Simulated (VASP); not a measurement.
GaN, 2 atoms in the cell. Symmetry: Fm-3m, No. 225, cubic system. Conventional cell: a = 4.144 Å, b = 4.144 Å, c = 4.144 Å, α = 90.00°, β = 90.00°, γ = 90.00°. Within 2.7 Å of Ga (site symmetry m-3m) lie 6 N at 2.07 Å. N (site symmetry m-3m) has 6 Ga at 2.07 Å within 2.7 Å.  This cell differs from its parent crystal: functional r2SCAN, strained.

* Program: VASP 6.6.1
* Task: single point
* Functional: r2SCAN
* Potentials or basis: VASP PAW PBE potentials, release 64 (Ga_d, N)
* Cutoff: 520 eV
* k mesh: 14 × 14 × 14
* Occupations: gaussian, width 0.05 eV
* Spin: no spin polarisation
* Dipole correction: no
* Further INCAR settings: ALGO = Normal; EDIFF = 1e-06; NBANDS = 16

Potentials or basis: VASP PAW PBE potentials, release 64 (Ga_d, N).

Launch:

```console
$ cat potpaw_PBE.64/Ga_d/POTCAR potpaw_PBE.64/N/POTCAR > POTCAR
$ cp INCAR.step1 INCAR
$ mpirun -np 1 vasp_std > vasp.out
$ cp INCAR.step2 INCAR
$ mpirun -np 1 vasp_std > vasp.out
```

Hardware: 1 thread of Intel(R) Xeon(R) Platinum 8259CL CPU @ 2.50GHz (Skylake/Cascade Lake), on a shared host.

Task: How long does it take, and how much memory?

Result: It took 92 s on 1 thread of Intel(R) Xeon(R) Platinum 8259CL CPU @ 2.50GHz (Skylake/Cascade Lake), with other jobs on the host, peak memory 0.17 GiB. Counts: k points 104.
